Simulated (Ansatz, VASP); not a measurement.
## MgB2: VASP beside Ansatz

Contents of INCAR:

```
SYSTEM = MgB2
PREC     = Accurate       ! precision mode
ENCUT    = 520            ! plane-wave cutoff, eV
EDIFF    = 1E-6           ! SCF threshold, eV
ISMEAR   = -1             ! smearing method
SIGMA    = 0.05           ! smearing width, eV
LREAL    = .FALSE.        ! projectors in reciprocal space
LASPH    = .TRUE.         ! aspherical terms in the spheres
NELM     = 80             ! most SCF steps
ALGO     = Normal         ! electronic algorithm
ISIF     = 2              ! what is computed and relaxed
LWAVE    = .FALSE.        ! write WAVECAR
LCHARG   = .TRUE.         ! write CHGCAR
GGA      = CA             ! functional
LELF     = .TRUE.         ! ELF
LVHAR    = .TRUE.       
NBANDS   = 11             ! bands
```

File KPOINTS:

```
regular mesh
0
G
  15 15 12
  0 0 0
```

The input POSCAR:

```
MgB2
1.0
    3.0850007055      0.0308500071      0.0308500071
   -1.5157834630      2.6562639782      0.0112918863
    0.0352300000      0.0352300000      3.5230000000
Mg B
1 2
Direct
    0.0000000000      0.0000000000      0.0000000000
    0.3333333333      0.6666666667      0.5000000000
    0.6666666667      0.3333333333      0.5000000000
```

Input for Ansatz:

```yaml
crystal:
  lattice:
    - [3.0850007055, 0.0308500071, 0.0308500071]
    - [-1.515783463, 2.6562639782, 0.0112918863]
    - [0.03523, 0.03523, 3.523]
  atoms:
    - { symbol: Mg, position: [0.0, 0.0, 0.0] }
    - { symbol: B, position: [0.3333333333, 0.6666666667, 0.5] }
    - { symbol: B, position: [0.6666666667, 0.3333333333, 0.5] }
kpoints:
  mp_grid: { grid: [15, 15, 12] }
  band_path:
    path:
      - [0.0, 0.0, 0.0]
      - [0.0, -0.5, 0.0]
      - [0.0, 0.0, 0.5]
      - [0.0, 0.0, 0.0]
      - [-0.5, 0.0, 0.0]
      - [-0.5, 0.5, -0.5]
      - [0.0, 0.0, 0.0]
      - [-0.5, 0.0, -0.5]
      - [-0.5, 0.5, 0.0]
    npoints: 5
scf:
  occupations: { method: fermi_dirac, width: 0.05 }
hamiltonian:
  xc: lda
  pseudopotentials: { kind: all_electron, lapw: { basis_error: 0.0005 } }
output:
  forces: true
  stress: true
  eigenvalues: true
```

Change from the starting cell: equal xy, yz and zx shear strains of +2 %.

Alike in both runs: task single point; functional LDA; k mesh 15 × 15 × 12; occupations fermi-dirac, width 0.05 eV; no spin polarisation.

|  | VASP | Ansatz |
| --- | --- | --- |
| version | VASP 6.6.1 | Ansatz 0.2.0 |
| potentials or method | VASP PAW LDA potentials, release 64 (Mg, B), cutoff 520 eV | all-electron LAPW, scalar-relativistic |

```csv
,VASP,Ansatz,Ansatz less VASP
pressure (GPa),-8.0,-7.5,+0.58
"traceless stress, the component that is largest in VASP (GPa)",-3.57,-3.57,+0.004
rms of the force components (eV/Å),0.029,0.029,-0.0004
```

LDA's correlation is that of Perdew and Zunger in VASP and of Perdew and Wang (1992) in Ansatz. Atom by atom the forces differ by 0.000 eV/Å (rms over components). Ansatz ran all-electron here, and VASP with PAW potentials.
